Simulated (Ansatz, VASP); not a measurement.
# BeZn2Se3 in VASP and in Ansatz

```
CELL_PARAMETERS angstrom
5.95670 0.00000 0.00000
-2.97835 5.15865 0.00000
0.00000 0.00000 3.45262
ATOMIC_POSITIONS crystal
Be 0.00000 0.00000 0.00000
Zn 0.33333 0.66667 0.00000
Zn 0.66667 0.33333 0.00000
Se 0.50000 0.00000 0.50000
Se 0.50000 0.50000 0.50000
Se 0.00000 0.50000 0.50000
```

Change from the starting cell: species swapped into the GdCo3B2 type (P6/mmm, No. 191).

Alike in both runs: task single point; functional PBE; k mesh 3 × 3 × 6; occupations gaussian, width 0.1 eV; no spin polarisation.

|  | VASP | Ansatz |
| --- | --- | --- |
| version | VASP 6.6.1 | Ansatz 0.2.0 |
| potentials or method | VASP PAW PBE potentials, release 64 (Be, Zn, Se), cutoff 520 eV | scalar-relativistic, plane waves, PAW |
| valence electrons in the cell | 44 | 74 |

|  | VASP | Ansatz | Ansatz less VASP |
| --- | --- | --- | --- |
| gap on the k mesh at the Fermi level (eV) | none | none | - |
| pressure (GPa) | 21.4 | 21.0 | -0.42 |
| traceless stress, the component that is largest in VASP (GPa) | 4.70 | 4.55 | -0.149 |

A gap of «none» marks a metal or a gap that the smearing closes. The functional is the same, so the differences come from potentials, cutoffs and numerics. VASP's potentials hold 44 valence electrons a cell and Ansatz's 74, so a difference there can come from the potentials and not from the codes.

The k mesh is coarse, so the values compare programs but aren't converged.
